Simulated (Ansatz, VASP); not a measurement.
Two plane-wave programs on MoSe2

```
CELL_PARAMETERS angstrom
3.26853 0.00000 0.00000
-1.63426 2.83063 0.00000
0.00000 0.00000 13.09503
ATOMIC_POSITIONS crystal
Mo 0.33333 0.66667 0.25000
Mo 0.66667 0.33333 0.75000
Se 0.33333 0.66667 0.62285
Se 0.66667 0.33333 0.12285
Se 0.33333 0.66667 0.87715
Se 0.66667 0.33333 0.37715
```

Alike in both runs: task relaxation of cell and atoms; functional PBEsol; k mesh 12 × 12 × 2; occupations gaussian, width 0.02 eV; no spin polarisation.

```csv
,VASP,Ansatz
version,VASP 6.6.1,Ansatz 0.2.0
potentials or method,"VASP PAW PBE potentials, release 64 (Mo_sv, Se), cutoff 500 eV","scalar-relativistic, plane waves, PAW"
valence electrons in the cell,52,92
```

VASP gave:

| Quantity | Value |
| --- | --- |
| gap on the k mesh at the Fermi level, each at its own relaxed structure (eV) | 0.90 |
| relaxed volume (Å³/atom) | 20.25 |
| relaxed length of the cell vector where the two differ most in proportion (Å) | 3.272 |

Problem. Estimate Ansatz's values.

Solution. gap on the k mesh at the Fermi level, each at its own relaxed structure (eV): 0.91; relaxed volume (Å³/atom): 20.22; relaxed length of the cell vector where the two differ most in proportion (Å): 3.269.

VASP's potentials were made for PBE, not for PBEsol. VASP's potentials hold 52 valence electrons a cell and Ansatz's 92, so a difference there can come from the potentials and not from the codes.
